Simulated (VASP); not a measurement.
Input of a VASP 6.6.1 run:

File INCAR:

```
PREC = Accurate
ENCUT = 600
EDIFF = 1E-7
ISMEAR = 0
SIGMA = 0.1
LREAL = F
LASPH = T
NELM = 80
ALGO = Normal
ISIF = 3
LWAVE = F
LCHARG = F
GGA = PE
IBRION = 2
NSW = 90
EDIFFG = -0.04
```

Contents of KPOINTS:

```
regular mesh
0
Gamma
  6 6 4
```

The input POSCAR:

```
GeAs5
1.0
    5.1406154835      0.0000000000      0.0000000000
   -2.5703077417      4.4519035998      0.0000000000
    0.0000000000      0.0000000000      5.3254028133
Ge As
1 5
Direct
    0.0000000000      0.0000000000      0.0000000000
    0.7146488199      0.0000000000      0.5000000000
    0.2853511801      0.2853511801      0.5000000000
    0.0000000000      0.7146488199      0.5000000000
    0.6666666667      0.3333333333      0.0000000000
    0.3333333333      0.6666666667      0.0000000000
```

Potentials or basis: VASP PAW PBE potentials, release 64 (Ge_d, As).

Command:

```console
$ cat potpaw_PBE.64/Ge_d/POTCAR potpaw_PBE.64/As/POTCAR > POTCAR
$ mpirun -np 1 vasp_std > vasp.out
```

What does it give for the space group after relaxing (to 0.05 Å)?

P-62m (No. 189).

Estimate the relaxed volume.

19.79 Å³/atom.

Estimate the relaxed cell.

a = 5.138 Å, b = 5.138 Å, c = 5.193 Å, α = 90.00°, β = 90.00°, γ = 120.00°.

Final structure:
```
Ge As
1.0
     5.13799    0.00000    0.00000
    -2.56899    4.44963    0.00000
     0.00000    0.00000    5.19334
Ge As
1 5
Direct
  0.00000 0.00000 0.00000
  0.69786 0.00000 0.50000
  0.30214 0.30214 0.50000
  0.00000 0.69786 0.50000
  0.66667 0.33333 0.00000
  0.33333 0.66667 0.00000
```
